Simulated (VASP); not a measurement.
Here is a VASP 6.6.1 calculation.

The input INCAR:

```
PREC = Accurate ; ENCUT = 600
EDIFF = 1E-6 ; ISMEAR = 0
SIGMA = 0.02 ; LREAL = F
LASPH = T ; NELM = 120
ALGO = Normal ; ISIF = 2
LWAVE = F ; LCHARG = F
GGA = PE ; NBANDS = 11
GGA_COMPAT = F
```

The input KPOINTS:

```
regular mesh
0
Gamma
  12 12 12
```

POSCAR

```
Be2C
1.0
    0.0000000000      2.2341020271      2.2341020271
    2.2341020271      0.0000000000      2.2341020271
    2.2341020271      2.2341020271      0.0000000000
Be C
2 1
Direct
    0.2500000000      0.2500000000      0.2500000000
    0.7500000000      0.7500000000      0.7500000000
    0.0000000000      0.0000000000      0.0000000000
```

Potentials or basis: VASP PAW PBE potentials, release 64 (Be, C).

Command:

```sh
$ cat potpaw_PBE.64/Be/POTCAR potpaw_PBE.64/C/POTCAR > POTCAR
$ mpirun -np 1 vasp_std > vasp.out
```

**Question.** Estimate the pressure.

**Answer.** -16.1 GPa.

**Question.** Predict the band gap on the k mesh.

**Answer.** 1.11 eV, indirect (least direct gap 3.95 eV).

 A k mesh can miss the band edges.
